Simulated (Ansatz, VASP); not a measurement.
SrTiO in VASP and in Ansatz

File INCAR:

```
SYSTEM = SrTiO
ALGO = Normal
EDIFF = 1E-6
EDIFFG = -0.04
ENCUT = 600
GGA = PE
IBRION = 2
ISIF = 3
ISMEAR = 0
ISPIN = 2
LASPH = .TRUE.
LCHARG = .FALSE.
LMAXMIX = 4
LORBIT = 11
LREAL = .FALSE.
LWAVE = .FALSE.
MAGMOM = 0 1 0
NELM = 150
NSW = 90
PREC = Accurate
SIGMA = 0.1
```

Contents of KPOINTS:

```
k-points
0
G
  6 6 6
  0 0 0
```

Contents of POSCAR:

```
SrTiO
1.0
    3.6634472800      0.0000000000      0.0000000000
    0.0000000000      3.6634472800      0.0000000000
    0.0000000000      0.0000000000      3.7387719200
Sr Ti O
1 1 1
Direct
    0.5000000000      0.5000000000      0.0000000000
    0.0000000000      0.0000000000      0.0000000000
    0.5000000000      0.5000000000      0.5000000000
```

Input for Ansatz:

```yaml
crystal:
  lattice:
    - [3.66344728, 0.0, 0.0]
    - [0.0, 3.66344728, 0.0]
    - [0.0, 0.0, 3.73877192]
  atoms:
    - { symbol: Sr, position: [0.5, 0.5, 0.0] }
    - { symbol: Ti, position: [0.0, 0.0, 0.0], spin: 1.0 }
    - { symbol: O, position: [0.5, 0.5, 0.5] }
basis:
  ecutwfc: 420
kpoints:
  mp_grid: { grid: [6, 6, 6] }
hamiltonian:
  xc: pbe
scf:
  occupations: { method: gaussian, width: 0.1 }
  lower_state_search: "off"
output:
  forces: true
  stress: true
  eigenvalues: true
  populations: true
magnetization:
  spin_polarized: true
relax:
  adjacent_minimum: "off"
  f_tol: 0.04
  max_steps: 70
  cell: { stress_tol: 0.4 }
```

Change from the starting cell: species swapped into the HoCoC type (P4/mmm, No. 123).

Alike in both runs: task relaxation of cell and atoms; functional PBE; k mesh 6 × 6 × 6; occupations gaussian, width 0.1 eV; collinear spin.

|  | VASP | Ansatz |
| --- | --- | --- |
| version | VASP 6.6.1 | Ansatz 0.2.0 |
| potentials or method | VASP PAW PBE potentials, release 64 (Sr_sv, Ti_sv, O), cutoff 600 eV | scalar-relativistic, plane waves, PAW |
| valence electrons in the cell | 28 | 28 |

|  | VASP | Ansatz | Ansatz less VASP |
| --- | --- | --- | --- |
| gap on the k mesh at the Fermi level, each at its own relaxed structure (eV) | none | none | - |
| net moment per atom (μB) | 1.08 | 1.05 | -0.031 |
| size of the moment on the site where the two differ most (μB) | 2.03 | 2.38 | +0.351 |
| relaxed volume (Å³/atom) | 32.96 | 37.75 | +4.794 |
| relaxed length of the cell vector where the two differ most in proportion (Å) | 4.724 | 5.053 | +0.3294 |

Site moments also hang on the region over which each program counts them. A gap of «none» marks a metal or a gap that the smearing closes. One of these differences is far larger than is usual between the two programs; its cause wasn't traced.

Noted on VASP's run: the volume moved by over 15 % at a fixed basis, so the end points are rough.
